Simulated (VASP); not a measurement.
# MgS (Niningerite) (Fm-3m) in VASP: notebook, part 2 of 2

VASP 6.6.1. Earlier steps stand in the parts before.

### 3 Single point, r2SCAN

This run uses another cell than the first one, of 17.27 Å³/atom, 1.021 times its volume.

POSCAR reads:

```
MgS
1.0
    0.0000000000      2.5849951600      2.5849951600
    2.5849951600      0.0000000000      2.5849951600
    2.5849951600      2.5849951600      0.0000000000
Mg S
1 1
Direct
    0.0000000000      0.0000000000      0.0000000000
    0.5000000000      0.5000000000      0.5000000000
```

INCAR.step1 reads:

```
SYSTEM = MgS
PREC = Accurate
ENCUT = 520
ISMEAR = -1
SIGMA = 0.02
LREAL = .FALSE.
LASPH = .TRUE.
NELM = 100
NBANDS = 11
GGA = PE
ALGO = Normal
EDIFF = 1E-4
LWAVE = .TRUE.
LCHARG = .FALSE.
```

INCAR.step2 reads:

```
SYSTEM = MgS
PREC = Accurate
ENCUT = 520
EDIFF = 1E-6
ISMEAR = -1
SIGMA = 0.02
LREAL = .FALSE.
LASPH = .TRUE.
NELM = 100
ALGO = Normal
ISIF = 2
LWAVE = .FALSE.
LCHARG = .FALSE.
METAGGA = R2SCAN
LMIXTAU = .TRUE.
NBANDS = 11
ISTART = 1
```

KPOINTS reads:

```
regular mesh
0
G
  10 10 10
  0 0 0
```

Potentials or basis: VASP PAW PBE potentials, release 64 (Mg, S).

The run is started by

```sh
cat potpaw_PBE.64/Mg/POTCAR potpaw_PBE.64/S/POTCAR > POTCAR
cp INCAR.step1 INCAR
mpirun -np 1 vasp_std > vasp.out
cp INCAR.step2 INCAR
mpirun -np 1 vasp_std > vasp.out
```

OUTCAR:

```text
SYSTEM = MgS
   PREC = Accurate
   ENCUT = 520
   EDIFF = 1E-6
   ISMEAR = -1
   LREAL = .FALSE.
   LASPH = .TRUE.
   NELM = 100
   ISIF = 2
   METAGGA = R2SCAN
   ISTART = 1

 ion  position               nearest neighbor table
   1  0.000  0.000  0.000-   2 2.58   2 2.58   2 2.58   2 2.58   2 2.58   2 2.58
   2  0.500  0.500  0.500-   1 2.58   1 2.58   1 2.58   1 2.58   1 2.58   1 2.58

  LATTYP: Found a face centered cubic cell.
 ALAT       =     5.1699903200

  Lattice vectors:

 A1 = (   0.0000000000,   2.5849951600,   2.5849951600)
 A2 = (   2.5849951600,   0.0000000000,   2.5849951600)
 A3 = (   2.5849951600,   2.5849951600,   0.0000000000)

Analysis of symmetry for initial positions (statically):
=====================================================================
 Subroutine PRICEL returns:
 Original cell was already a primitive cell.

 Routine SETGRP: Setting up the symmetry group for a
 face centered cubic supercell.

 Subroutine GETGRP returns: Found 48 space group operations
 (whereof 48 operations were pure point group operations)
 out of a pool of 48 trial point group operations.

The static configuration has the point symmetry O_h .

Analysis of symmetry for dynamics (positions and initial velocities):
=====================================================================
 Subroutine PRICEL returns:
 Original cell was already a primitive cell.

 Routine SETGRP: Setting up the symmetry group for a
 face centered cubic supercell.

 Subroutine GETGRP returns: Found 48 space group operations
 (whereof 48 operations were pure point group operations)
 out of a pool of 48 trial point group operations.

The dynamic configuration has the point symmetry O_h .

 Subroutine INISYM returns: Found 48 space group operations
 (whereof 48 operations are pure point group operations),
 and found     1 'primitive' translations

----------------------------------------------------------------------------------------

                                     Primitive cell

  volume of cell :      34.5469

  direct lattice vectors                    reciprocal lattice vectors
     0.000000000  2.584995160  2.584995160    -0.193423960  0.193423960  0.193423960
     2.584995160  0.000000000  2.584995160     0.193423960 -0.193423960  0.193423960
     2.584995160  2.584995160  0.000000000     0.193423960  0.193423960 -0.193423960

  length of vectors
     3.655735214  3.655735214  3.655735214     0.335020126  0.335020126  0.335020126

  position of ions in fractional coordinates (direct lattice)
     0.000000000  0.000000000  0.000000000
     0.500000000  0.500000000  0.500000000

  ion indices of the primitive-cell ions
   primitive index   ion index
                 1           1
                 2           2

----------------------------------------------------------------------------------------

 KPOINTS: regular mesh

Automatic generation of k-mesh.
 Grid dimensions read from file:
 generate k-points for:   10   10   10

 Generating k-lattice:

  Cartesian coordinates                     Fractional coordinates (reciprocal lattice)
    -0.019342396  0.019342396  0.019342396     0.100000000  0.000000000  0.000000000
     0.019342396 -0.019342396  0.019342396     0.000000000  0.100000000  0.000000000
     0.019342396  0.019342396 -0.019342396     0.000000000  0.000000000  0.100000000

  Length of vectors
     0.033502013  0.033502013  0.033502013

  Shift w.r.t. Gamma in fractional coordinates (k-lattice)
     0.000000000  0.000000000  0.000000000

 Subroutine IBZKPT returns following result:
 ===========================================

 Found     47 irreducible k-points:

 Following reciprocal coordinates:
            Coordinates               Weight
  0.000000  0.000000  0.000000      1.000000
  0.100000  0.000000  0.000000      8.000000
  0.200000  0.000000  0.000000      8.000000
  0.300000  0.000000  0.000000      8.000000
  0.400000  0.000000  0.000000      8.000000
  0.500000  0.000000  0.000000      4.000000
[... 16 lines left out ...]
  0.300000  0.300000  0.000000      6.000000
  0.400000  0.300000  0.000000     24.000000
 [... further k-points ...]
   k-points           NKPTS =     47   k-points in BZ     NKDIM =     47   number of bands    NBANDS=     11
   number of dos      NEDOS =    301   number of ions     NIONS =      2
   total plane-waves  NPLWV =  21952
   dimension x,y,z NGX =    28 NGY =   28 NGZ =   28
   dimension x,y,z NGXF=    56 NGYF=   56 NGZF=   56
   ions per type =               1   1
   NGX,Y,Z   is equivalent  to a cutoff of  12.73, 12.73, 12.73 a.u.
   NGXF,Y,Z  is equivalent  to a cutoff of  25.47, 25.47, 25.47 a.u.
 SYSTEM =  MgS
   PREC   = accura    normal or accurate (medium, high low for compatibility)
   ISTART =      1    job   : 0-new  1-cont  2-samecut
   ICHARG =      0    charge: 1-file 2-atom 10-const
   ISPIN  =      1    spin polarized calculation?
   LNONCOLLINEAR =      F non collinear calculations
   LSORBIT =      F    spin-orbit coupling
   LASPH  =      T    aspherical Exc in radial PAW
   ENCUT  =  520.0 eV  38.22 Ry    6.18 a.u.   6.80  6.80  6.80*2*pi/ulx,y,z
   NELM   =    100;   NELMIN=  2; NELMDL=  0     # of ELM steps
   EDIFF  = 0.1E-05   stopping-criterion for ELM
   LREAL  =      F    real-space projection
   EDIFFG = 0.1E-04   stopping-criterion for IOM
   NSW    =      0    number of steps for IOM
   IBRION =     -1    ionic relax: 0-MD 1-quasi-New 2-CG
   NFREE  =      0    steps in history (QN), initial steepest desc. (CG)
   ISIF   =      2    stress and relaxation
   ISYM   =      2    0-nonsym 1-usesym 2-fastsym
   POTIM  = 0.5000    time-step for ionic-motion
   TEBEG  =    0.0;   TEEND  =   0.0 temperature during run
   PSTRESS=    0.0 pullay stress
   NELECT =       8.0000    total number of electrons
   NUPDOWN=      -1.0000    fix difference up-down
   EMIN   =  10.00;   EMAX   =-10.00  energy-range for DOS
   EFERMI =   0.00;   METHOD = LEGACY
   ISMEAR =    -1;   SIGMA  =   0.02  broadening in eV -4-tet -1-fermi 0-gaus
   EFERMI_NEDOS =   21; number of points for ismear=-14 and -15
   IALGO  =     38    algorithm
   IMIX   =      4    mixing-type and parameters
     AMIX     =   0.40;   BMIX     =  1.00
     AMIX_MAG =   1.60;   BMIX_MAG =  1.00
  volume/ion in A,a.u.               =      17.27       116.57
  Fermi-wavevector in a.u.,A,eV,Ry     =   1.005314  1.899768 13.750815  1.010656
  Thomas-Fermi vector in A             =   2.137986
   LORBIT       =      0    0 simple, 1 ext, 2 COOP (PROOUT), +10 PAW based schemes
   METAGGA = R2SCAN    functional components
   LHFCALC =     F    Hartree Fock is set to
   AEXX    =    0.0000 exact exchange contribution
   IVDW    =     0    specifies the selected vdW correction
   LEPSILON=     F    determine dielectric tensor
   LRPA    =     F    only Hartree local field effects (RPA)
 non-spin polarized calculation
  energy-cutoff  :      520.00
  volume of cell :       34.55
 maximum number of plane-waves:       944
   NGX = 13   NGY = 13   NGZ = 13

 number of electron       7.9999999 magnetization

 Free energy of the ion-electron system (eV)
  ---------------------------------------------------
  ext. energy  EPLUGINS =         0.00000000
  ---------------------------------------------------
  free energy    TOTEN  =       -15.50923622 eV

  energy without entropy =      -15.50923622  energy(sigma->0) =      -15.50923622

 E-fermi :   4.0618     XC(G=0): -10.1756

 val. band max:        3.6655017315   @ k =   0.0000   0.0000   0.0000
 cond. band min:       7.1414928606   @ k =   0.5000   0.5000   0.0000
 fundamental gap:      3.4759911291
 Fermi energy:         4.0617804575

 k-point     1 :       0.0000    0.0000    0.0000
  band No.  band energies     occupation
      1      -9.6314      2.00000
      2       3.6655      2.00000
      3       3.6655      2.00000
      4       3.6655      2.00000
      5       8.4453      0.00000
      6      12.1830      0.00000
      7      12.1830      0.00000
      8      12.1830      0.00000
      9      14.6295      0.00000
     10      14.6295      0.00000
     11      17.2636      0.00000
[... 309 lines left out ...]
 k-point    24 :       0.4000    0.3000    0.0000
  band No.  band energies     occupation
      1      -8.2702      2.00000
      2      -0.0445      2.00000
      3       1.9547      2.00000
      4       2.2284      2.00000
      5       8.3165      0.00000
      6       9.4164      0.00000
      7      14.2094      0.00000
      8      14.9923      0.00000
      9      16.8978      0.00000
     10      17.7902      0.00000
     11      21.5379      0.00000

 [... further k-points ...]
[... 5 lines left out ...]
  --------------------------------------------------------------------------------------
  -------------------------------------------------------------------------------------
  Total        0.2417107      0.2417107      0.2417107      0.0000000      0.0000000      0.0000000
  in kB       11.2097858     11.2097858     11.2097858      0.0000000      0.0000000      0.0000000
  external PRESSURE =      11.2097858 kB  Pullay stress =       0.0000000 kB

 VOLUME and BASIS-vectors are now :
 -----------------------------------------------------------------------------
  energy-cutoff  :      520.00
  volume of cell :       34.55
      direct lattice vectors                 reciprocal lattice vectors
     0.000000000  2.584995160  2.584995160    -0.193423960  0.193423960  0.193423960
     2.584995160  0.000000000  2.584995160     0.193423960 -0.193423960  0.193423960
     2.584995160  2.584995160  0.000000000     0.193423960  0.193423960 -0.193423960

 POSITION                                       TOTAL-FORCE (eV/Angst)
 -----------------------------------------------------------------------------------
      0.00000      0.00000      0.00000        -0.000000      0.000000     -0.000000
      2.58500      2.58500      2.58500         0.000000     -0.000000      0.000000
 -----------------------------------------------------------------------------------
    total drift:                                0.000000      0.000000      0.000000

  FREE ENERGIE OF THE ION-ELECTRON SYSTEM (eV)
  ---------------------------------------------------
  free  energy   TOTEN  =       -15.5092362246 eV

  energy  without entropy=      -15.5092362246  energy(sigma->0) =      -15.50923622
```

OUTCAR.step1:

```text
SYSTEM = MgS
   PREC = Accurate
   ENCUT = 520
   ISMEAR = -1
   LREAL = .FALSE.
   LASPH = .TRUE.
[... 556 lines left out ...]
      0.00000      0.00000      0.00000        -0.000000      0.000000      0.000000
      2.58500      2.58500      2.58500         0.000000     -0.000000     -0.000000
 -----------------------------------------------------------------------------------
    total drift:                                0.000000      0.000000      0.000000

  FREE ENERGIE OF THE ION-ELECTRON SYSTEM (eV)
  ---------------------------------------------------
  free  energy   TOTEN  =        -8.4950800419 eV

  energy  without entropy=       -8.4950800419  energy(sigma->0) =       -8.49508004
```

Run time: 43 s. Hardware: 1 thread of Intel Xeon Platinum 8559C (Emerald Rapids), shared host; peak memory 0.17 GiB.

Results:

* Free energy: -15.5092 eV
* Pressure: 1.1 GPa
* Band gap on the k mesh: 3.48 eV, indirect (least direct gap 4.78 eV)

Levels at points of the mesh, in eV from the valence-band top:
```
           k point  band 1  band 2  band 3  band 4  band 5  band 6  band 7  band 8
(0.00, 0.00, 0.00)  -13.30    0.00    0.00    0.00    4.78    8.52    8.52    8.52
(0.50, 0.00, 0.00)  -11.91   -4.98   -0.64   -0.64    5.25    7.53    7.53   11.46
(0.50, 0.50, 0.00)  -11.51   -4.38   -1.77   -1.77    3.48    4.87   13.35   13.54
```

Caveat: the PAW data sets were made with another functional, which shifts forces and pressure a little. r2SCAN opens gaps a little over a GGA but as a rule still falls short of measured ones.
